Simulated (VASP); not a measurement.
A run of VASP 6.6.1:

Contents of INCAR:

```
PREC = Accurate ; ENCUT = 520
EDIFF = 1E-6 ; ISMEAR = 0
SIGMA = 0.15 ; LREAL = F
LASPH = T ; NELM = 60
ALGO = Fast ; ISIF = 2
LWAVE = F ; LCHARG = F
GGA = PS ; NBANDS = 12
```

The input KPOINTS:

```
regular mesh
0
Gamma
  12 12 12
```

POSCAR

```
Sb
1.0
    2.1506003320      1.2416496806      3.7440000000
   -2.1506003320      1.2416496806      3.7440000000
    0.0000000000     -2.4832993611      3.7440000000
Sb
2
Direct
    0.3381431499      0.2395046297      0.2034004255
    0.7663600000      0.7663600000      0.7663600000
```

Potentials or basis: VASP PAW PBE potentials, release 64 (Sb).

The run is started by

```sh
$ cat potpaw_PBE.64/Sb/POTCAR > POTCAR
$ mpirun -np 1 vasp_std > vasp.out
```

Hardware: 1 thread of Oxide Virtual Turin-like Processor (shared host).

Question: Estimate the wall time of this run.

Answer: It took 13 min on 1 thread of Oxide Virtual Turin-like Processor, with other jobs on the host, peak memory 0.6 GiB. Counts: scf iterations 11, k points 868.
